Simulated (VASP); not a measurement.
# K8Ta8O25 (a cell with a defect) in VASP: notebook

Runs on K8Ta8O25 (a cell with a defect). Level: PBEsol. Tasks: single point.

All numbers are computed with VASP 6.6.1; they aren't measurements. Logs are shortened: lines on timing, memory, paths and dates and some standing lists are left out, and cuts for length are marked.

## 1. The cell of the first run

The cell holds a defect, 41 atoms: a = 7.971 Å, b = 7.971 Å, c = 7.971 Å, α = 90.00°, β = 90.00°, γ = 90.00°.

## 2. Single point, PBEsol, collinear spin

The input, INCAR:

```
SYSTEM = K8Ta8O25
ALGO = Normal ; EDIFF = 1E-7
ENCUT = 520 ; GGA = PS
ISIF = 2 ; ISMEAR = -1
ISPIN = 2 ; ISYM = 0
LASPH = .TRUE. ; LCHARG = .TRUE.
LELF = .TRUE. ; LMAXMIX = 4
LORBIT = 11 ; LREAL = Auto
LVHAR = .TRUE. ; LWAVE = .FALSE.
MAGMOM = 0 0 0 0.143 0 0 0 0.143 0 0 0 0 0 0 0 0 0 0.143 0 0.143 0 0 0 0 0 0 0 0 0 0 0 0 0 0 0.143 0.143 0 0 0 0 0.143 ; NBANDS = 185
NELECT = 311.0 ; NELM = 150
PREC = Accurate ; SIGMA = 0.05
```

The input, KPOINTS:

```
Automatic mesh
0
Gamma
  1 1 1
  0.25 0.25 0.25
```

The input, POSCAR:

```
K8Ta8O25
1.0
    7.9708780000      0.0000000000      0.0000000000
    0.0000000000      7.9708780000      0.0000000000
    0.0000000000      0.0000000000      7.9708780000
K Ta O
8 8 25
Direct
    0.0066900000      0.9896910000      0.0014160000
    0.9842970000      0.0066280000      0.5020220000
    0.0071880000      0.4986850000      0.0017730000
    0.9850540000      0.4817250000      0.5015650000
    0.4940100000      0.9895150000      0.0014640000
    0.5162330000      0.0061310000      0.5016690000
    0.4935750000      0.4983200000      0.0017950000
    0.5149070000      0.4817400000      0.5011920000
    0.2503220000      0.2446020000      0.2477700000
    0.2500500000      0.2434700000      0.7525310000
    0.2508410000      0.7449360000      0.2760170000
    0.2517230000      0.7439490000      0.7464960000
    0.7502700000      0.2441620000      0.2488780000
    0.7499590000      0.2443960000      0.7543940000
    0.7510140000      0.7440950000      0.2504640000
    0.7515090000      0.7442870000      0.7494160000
    0.2499960000      0.2444990000      0.0008440000
    0.2498730000      0.2432460000      0.5002690000
    0.2490500000      0.7429400000      0.9913560000
    0.2497360000      0.8649850000      0.4954960000
    0.7498740000      0.2438910000      0.0008170000
    0.7499460000      0.2441120000      0.5006860000
    0.7495150000      0.7438570000      0.9998540000
    0.7492050000      0.7438230000      0.4990590000
    0.9974550000      0.2440670000      0.2502710000
    0.9972850000      0.2437230000      0.7514330000
    0.9997130000      0.7438370000      0.2555330000
    0.9983520000      0.7441560000      0.7411700000
    0.5026130000      0.2438290000      0.2501400000
    0.5024120000      0.2435280000      0.7511500000
    0.4995020000      0.7438330000      0.2554110000
    0.5009250000      0.7439510000      0.7415090000
    0.2497280000      0.9979550000      0.2298200000
    0.2499650000      0.9987600000      0.7696990000
    0.2500280000      0.4901910000      0.2322480000
    0.2499860000      0.4881100000      0.7685490000
    0.7499220000      0.9935740000      0.2487230000
    0.7497240000      0.9935630000      0.7521360000
    0.7499240000      0.4943560000      0.2486750000
    0.7498400000      0.4942060000      0.7521810000
    0.2497100000      0.6270910000      0.5016430000
```

Potentials or basis: VASP PAW PBE potentials, release 64 (K_sv, Ta_pv, O).

Launch:

```console
cat potpaw_PBE.64/K_sv/POTCAR potpaw_PBE.64/Ta_pv/POTCAR potpaw_PBE.64/O/POTCAR > POTCAR
mpirun -np 1 vasp_std > vasp.out
```

OUTCAR:

```text
SYSTEM = K8Ta8O25
   EDIFF = 1E-7
   ENCUT = 520
   GGA = PS
   ISIF = 2
   ISMEAR = -1
   ISPIN = 2
   ISYM = 0
   LASPH = .TRUE.
   LORBIT = 11
   LREAL = Auto
   NELECT = 311.0
   NELM = 150
   PREC = Accurate

 ion  position               nearest neighbor table
   1  0.007  0.990  0.001-  33 2.66  34 2.68  19 2.76  17 2.81  27 2.82  23 2.84  25 2.84  37 2.84
                            26 2.84  28 2.85  38 2.85  21 2.88   9 3.43  12 3.43  10 3.43  15 3.45
   2  0.984  0.007  0.502-  20 2.40  22 2.66  38 2.74  26 2.74  37 2.75  25 2.76  24 2.81  28 2.83
                            18 2.84  27 2.87  14 3.34  13 3.34  16 3.42  15 3.44  10 3.47  11 3.48
   3  0.007  0.499  0.002-  35 2.67  36 2.68  19 2.74  17 2.80  27 2.81  23 2.84  25 2.84  39 2.84
                            26 2.85  28 2.85  40 2.86  21 2.89   9 3.42  12 3.43  10 3.44  15 3.45
   4  0.985  0.482  0.502-  41 2.41  22 2.66  40 2.74  26 2.75  39 2.75  25 2.76  24 2.81  28 2.83
                            18 2.84  27 2.87  13 3.34  14 3.34  16 3.43  15 3.44  10 3.47  11 3.48
   5  0.494  0.990  0.001-  33 2.67  34 2.68  19 2.77  17 2.81  31 2.82  23 2.83  29 2.84  37 2.84
                            30 2.84  38 2.85  32 2.85  21 2.88  12 3.42   9 3.43  10 3.44  15 3.46
   6  0.516  0.006  0.502-  20 2.40  22 2.66  38 2.73  37 2.75  30 2.75  29 2.76  24 2.80  32 2.83
                            18 2.84  31 2.87  14 3.34  13 3.34  16 3.43  15 3.45  11 3.47  10 3.48
   7  0.494  0.498  0.002-  35 2.67  36 2.69  19 2.76  17 2.80  31 2.81  23 2.83  29 2.84  39 2.84
                            30 2.85  40 2.85  32 2.85  21 2.88  12 3.42   9 3.42  10 3.44  15 3.46
   8  0.515  0.482  0.501-  41 2.41  22 2.66  40 2.74  39 2.75  30 2.75  29 2.76  24 2.80  32 2.84
                            18 2.84  31 2.87  13 3.34  14 3.34  16 3.44  15 3.45  11 3.47  10 3.48
   9  0.250  0.245  0.248-  35 1.96  17 1.97  33 1.97  29 2.01  18 2.01  25 2.02   7 3.42   3 3.42
                             1 3.43   5 3.43   8 3.48   4 3.48   6 3.49   2 3.49
  10  0.250  0.243  0.753-  36 1.95  34 1.96  17 1.98  18 2.01  30 2.01  26 2.01   1 3.43   5 3.44
                             3 3.44   7 3.44   2 3.47   4 3.47   8 3.48   6 3.48
  11  0.251  0.745  0.276-  31 1.99  20 1.99  27 2.01  41 2.03  33 2.05  35 2.06  19 2.27   6 3.47
                             8 3.47   2 3.48   4 3.48   5 3.51   1 3.52   7 3.52   3 3.52
  12  0.252  0.744  0.746-  19 1.95  32 1.99  28 2.02  34 2.04  36 2.05  41 2.16  20 2.22   7 3.42
                             5 3.42   3 3.43   1 3.43   8 3.55   6 3.55   4 3.56   2 3.57
  13  0.750  0.244  0.249-  25 1.97  29 1.97  21 1.98  39 1.99  37 2.00  22 2.01   2 3.34   6 3.34
                             4 3.34   8 3.34   7 3.49   5 3.49   1 3.49   3 3.49
  14  0.750  0.244  0.754-  21 1.96  26 1.97  30 1.97  40 1.99  38 2.00  22 2.02   2 3.34   6 3.34
                             4 3.34   8 3.34   7 3.49   5 3.49   1 3.49   3 3.49
  15  0.751  0.744  0.250-  24 1.98  27 1.98  37 1.99  39 1.99  23 2.00  31 2.01   2 3.44   4 3.44
                             6 3.45   8 3.45   3 3.45   1 3.45   5 3.46   7 3.46
  16  0.752  0.744  0.749-  28 1.97  38 1.99  40 1.99  24 2.00  23 2.00  32 2.00   2 3.42   4 3.43
                             6 3.43   8 3.44   1 3.46   3 3.47   5 3.47   7 3.48
  17  0.250  0.244  0.001-   9 1.97  10 1.98   3 2.80   7 2.80   1 2.81   5 2.81
  18  0.250  0.243  0.500-  10 2.01   9 2.01   2 2.84   4 2.84   8 2.84   6 2.84
  19  0.249  0.743  0.991-  12 1.95  11 2.27   3 2.74   1 2.76   7 2.76   5 2.77
  20  0.250  0.865  0.495-  41 1.90  11 1.99  12 2.22   2 2.40   6 2.40
  21  0.750  0.244  0.001-  14 1.96  13 1.98   5 2.88   7 2.88   1 2.88   3 2.89
  22  0.750  0.244  0.501-  13 2.01  14 2.02   6 2.66   2 2.66   8 2.66   4 2.66
  23  0.750  0.744  1.000-  16 2.00  15 2.00   5 2.83   7 2.83   3 2.84   1 2.84
  24  0.749  0.744  0.499-  15 1.98  16 2.00   6 2.80   8 2.80   4 2.81   2 2.81
  25  0.997  0.244  0.250-  13 1.97   9 2.02   4 2.76   2 2.76   3 2.84   1 2.84
  26  0.997  0.244  0.751-  14 1.97  10 2.01   2 2.74   4 2.75   1 2.84   3 2.85
  27  1.000  0.744  0.256-  15 1.98  11 2.01   3 2.81   1 2.82   4 2.87   2 2.87
  28  0.998  0.744  0.741-  16 1.97  12 2.02   2 2.83   4 2.83   1 2.85   3 2.85
  29  0.503  0.244  0.250-  13 1.97   9 2.01   8 2.76   6 2.76   7 2.84   5 2.84
  30  0.502  0.244  0.751-  14 1.97  10 2.01   6 2.75   8 2.75   5 2.84   7 2.85
  31  0.500  0.744  0.255-  11 1.99  15 2.01   7 2.81   5 2.82   8 2.87   6 2.87
  32  0.501  0.744  0.742-  12 1.99  16 2.00   6 2.83   8 2.84   5 2.85   7 2.85
  33  0.250  0.998  0.230-   9 1.97  11 2.05   1 2.66   5 2.67
  34  0.250  0.999  0.770-  10 1.96  12 2.04   1 2.68   5 2.68
  35  0.250  0.490  0.232-   9 1.96  11 2.06   3 2.67   7 2.67
  36  0.250  0.488  0.769-  10 1.95  12 2.05   3 2.68   7 2.69
  37  0.750  0.994  0.249-  15 1.99  13 2.00   6 2.75   2 2.75   5 2.84   1 2.84
  38  0.750  0.994  0.752-  16 1.99  14 2.00   6 2.73   2 2.74   5 2.85   1 2.85
  39  0.750  0.494  0.249-  15 1.99  13 1.99   8 2.75   4 2.75   7 2.84   3 2.84
  40  0.750  0.494  0.752-  14 1.99  16 1.99   4 2.74   8 2.74   7 2.85   3 2.86
  41  0.250  0.627  0.502-  20 1.90  11 2.03  12 2.16   4 2.41   8 2.41

IMPORTANT INFORMATION: All symmetrisations will be switched off!
NOSYMM: (Re-)initialisation of all symmetry stuff for point group C_1.

----------------------------------------------------------------------------------------

                                     Primitive cell

  volume of cell :     506.4289

  direct lattice vectors                    reciprocal lattice vectors
     7.970878000  0.000000000  0.000000000     0.125456694  0.000000000  0.000000000
[... 152 lines left out ...]
   TEBEG  =    0.0;   TEEND  =   0.0 temperature during run
   PSTRESS=    0.0 pullay stress
   NELECT =     311.0000    total number of electrons
   NUPDOWN=      -1.0000    fix difference up-down
   EMIN   =  10.00;   EMAX   =-10.00  energy-range for DOS
   EFERMI =   0.00;   METHOD = LEGACY
   ISMEAR =    -1;   SIGMA  =   0.05  broadening in eV -4-tet -1-fermi 0-gaus
   EFERMI_NEDOS =   21; number of points for ismear=-14 and -15
   IALGO  =     38    algorithm
   IMIX   =      4    mixing-type and parameters
     AMIX     =   0.40;   BMIX     =  1.00
     AMIX_MAG =   1.60;   BMIX_MAG =  1.00
  volume/ion in A,a.u.               =      12.35        83.35
  Fermi-wavevector in a.u.,A,eV,Ry     =   1.391518  2.629588 26.345261  1.936322
  Thomas-Fermi vector in A             =   2.515349
   LORBIT       =     11    0 simple, 1 ext, 2 COOP (PROOUT), +10 PAW based schemes
   GGA     = PS    functional components
   LHFCALC =     F    Hartree Fock is set to
   AEXX    =    0.0000 exact exchange contribution
   IVDW    =     0    specifies the selected vdW correction
   LEPSILON=     F    determine dielectric tensor
   LRPA    =     F    only Hartree local field effects (RPA)
 spin polarized calculation
  energy-cutoff  :      520.00
  volume of cell :      506.43
 maximum number of plane-waves:     13601
   NGX = 29   NGY = 29   NGZ = 29

 number of electron     310.9999922 magnetization       1.0000067

 Free energy of the ion-electron system (eV)
  ---------------------------------------------------
  ext. energy  EPLUGINS =         0.00000000
  ---------------------------------------------------
  free energy    TOTEN  =      -343.00584961 eV

  energy without entropy =     -343.00584486  energy(sigma->0) =     -343.00584724

 E-fermi :   3.3370     XC(G=0): -11.2798

 val. band max:        2.7170361515   @ k =  -0.2500   0.2500   0.2500
 cond. band min:       3.9622717048   @ k =   0.2500  -0.2500   0.2500
 fundamental gap:      1.2452355532
 Fermi energy:         3.3370109084

 spin component 1

 k-point     1 :       0.2500    0.2500    0.2500
  band No.  band energies     occupation
      1     -32.5046      1.00000
      2     -32.4967      1.00000
      3     -32.4824      1.00000
      4     -32.4777      1.00000
      5     -32.4632      1.00000
      6     -32.4440      1.00000
[... 669 lines left out ...]
    166       6.4529      0.00000
    167       6.5144      0.00000
 Fermi energy:         3.3370109084

 spin component 2

 k-point     1 :       0.2500    0.2500    0.2500
  band No.  band energies     occupation
      1     -32.5050      1.00000
      2     -32.4970      1.00000
      3     -32.4826      1.00000
      4     -32.4778      1.00000
      5     -32.4642      1.00000
      6     -32.4444      1.00000
[... 669 lines left out ...]
    166       6.4552      0.00000
    167       6.5162      0.00000
 [bands above 167 left out]

------------------------ aborting loop because EDIFF is reached ----------------------------------------

  FORCE on cell =-STRESS in cart. coord.  units (eV):
  Direction    XX          YY          ZZ          XY          YZ          ZX
  --------------------------------------------------------------------------------------
  -------------------------------------------------------------------------------------
  Total       16.0798139     17.0046031     10.5624173     -0.0078836     -0.1682085      0.0168880
  in kB       50.8713328     53.7970665     33.4160736     -0.0249413     -0.5321572      0.0534281
  external PRESSURE =      46.0281576 kB  Pullay stress =       0.0000000 kB

 VOLUME and BASIS-vectors are now :
 -----------------------------------------------------------------------------
  energy-cutoff  :      520.00
  volume of cell :      506.43
      direct lattice vectors                 reciprocal lattice vectors
     7.970878000  0.000000000  0.000000000     0.125456694  0.000000000  0.000000000
     0.000000000  7.970878000  0.000000000     0.000000000  0.125456694  0.000000000
     0.000000000  0.000000000  7.970878000     0.000000000  0.000000000  0.125456694

 POSITION                                       TOTAL-FORCE (eV/Angst)
 -----------------------------------------------------------------------------------
      0.05333      7.88871      0.01129        -0.011345     -0.000924      0.006476
      7.84571      0.05283      4.00156        -0.020151      0.010502     -0.005611
      0.05729      3.97496      0.01413        -0.015965     -0.012458     -0.005157
      7.85175      3.83977      3.99791        -0.000251     -0.014119      0.004282
      3.93769      7.88730      0.01167         0.004694      0.001373      0.007816
      4.11483      0.04887      3.99874         0.004805      0.009255      0.000074
[... 33 lines left out ...]
      5.97688      3.93926      5.99554        -0.001767      0.008651      0.007351
      1.99041      4.99847      3.99854         0.011274     -0.040029     -0.094477
 -----------------------------------------------------------------------------------
    total drift:                               -0.005745      0.026385      0.030384

  FREE ENERGIE OF THE ION-ELECTRON SYSTEM (eV)
  ---------------------------------------------------
  free  energy   TOTEN  =      -343.0058496125 eV

  energy  without entropy=     -343.0058448622  energy(sigma->0) =     -343.00584724

 total charge

# of ion       s       p       d       tot
------------------------------------------
    1        1.961   5.590   0.054   7.605
    2        1.964   5.598   0.065   7.627
    3        1.961   5.590   0.054   7.605
    4        1.964   5.597   0.064   7.625
    5        1.961   5.590   0.054   7.605
    6        1.964   5.598   0.064   7.626
[... 33 lines left out ...]
   40        1.559   3.510   0.000   5.068
   41        1.591   3.393   0.000   4.984
--------------------------------------------------
tot         57.524 182.986  17.324 257.835

 magnetization (x)

# of ion       s       p       d       tot
------------------------------------------
    1       -0.000   0.000   0.000   0.000
    2        0.000   0.001   0.001   0.002
    3       -0.000   0.000   0.000   0.000
    4        0.000   0.001   0.001   0.002
    5       -0.000   0.000   0.000   0.000
    6        0.000   0.001   0.001   0.002
[... 33 lines left out ...]
   40        0.000   0.000   0.000   0.000
   41        0.006   0.386   0.000   0.392
--------------------------------------------------
tot          0.012   0.826   0.018   0.855
```

It took 42 min on 1 thread of Intel Xeon Platinum 8375C at 2.90GHz (Ice Lake), shared host; peak memory 0.93 GiB.

Results:

* Free energy: -343.0058 eV
* Largest force: 0.180 eV/Å
* Net moment: 1.00 μB per cell
* Site moments: K +0.00; Ta +0.00, -0.00, +0.01 (each value once); O +0.00, +0.01, +0.02, +0.40, -0.00, +0.39 (each value once) μB
* Valence electrons inside the program's atomic spheres: K 7.61, 7.63, 7.62 (each value once); Ta 8.83, 8.84, 8.75, 8.73, 8.82 (each value once); O 5.08, 5.05, 5.02, 4.98, 5.07, 5.06 (each value once)

Forces on the atoms (eV/Å):
```
K   -0.011 -0.001  0.006
K   -0.020  0.011 -0.006
K   -0.016 -0.012 -0.005
K    0.000 -0.014  0.004
K    0.005  0.001  0.008
K    0.005  0.009  0.000
K    0.007  0.000 -0.003
K    0.006 -0.004  0.010
Ta  -0.013 -0.059  0.022
Ta  -0.005  0.073 -0.022
Ta  -0.020 -0.075 -0.119
Ta  -0.083  0.047 -0.047
Ta  -0.004 -0.002  0.004
Ta  -0.006 -0.007 -0.027
Ta  -0.064 -0.008 -0.023
Ta  -0.048 -0.010 -0.006
O    0.001 -0.006 -0.004
O    0.004  0.003  0.001
O    0.034  0.009  0.079
O    0.020  0.019  0.178
O    0.001  0.003  0.005
O    0.002  0.004  0.007
O    0.018  0.004  0.002
O    0.020  0.003  0.009
O    0.015  0.001 -0.006
O    0.030 -0.007  0.001
O    0.033 -0.002  0.009
O    0.046  0.006  0.005
O   -0.024  0.005  0.003
O   -0.010  0.005  0.010
O    0.018  0.002  0.005
O    0.021  0.015  0.001
O    0.009 -0.015 -0.039
O    0.003 -0.061 -0.044
O    0.000  0.065  0.040
O    0.004  0.021  0.028
O    0.008  0.001 -0.004
O    0.006  0.009  0.008
O    0.001 -0.001 -0.005
O   -0.002  0.009  0.007
O    0.011 -0.040 -0.094
```

Caveat: the cell carries a net charge on a neutralising background, which shifts energy and pressure; the cell is charged against a uniform background, so pressure and absolute levels hang on convention; the PAW data sets were made with another functional, which shifts forces and pressure a little; spin-orbit coupling is left out, which moves the levels of the heavy elements.

[end of part 1 of 2]
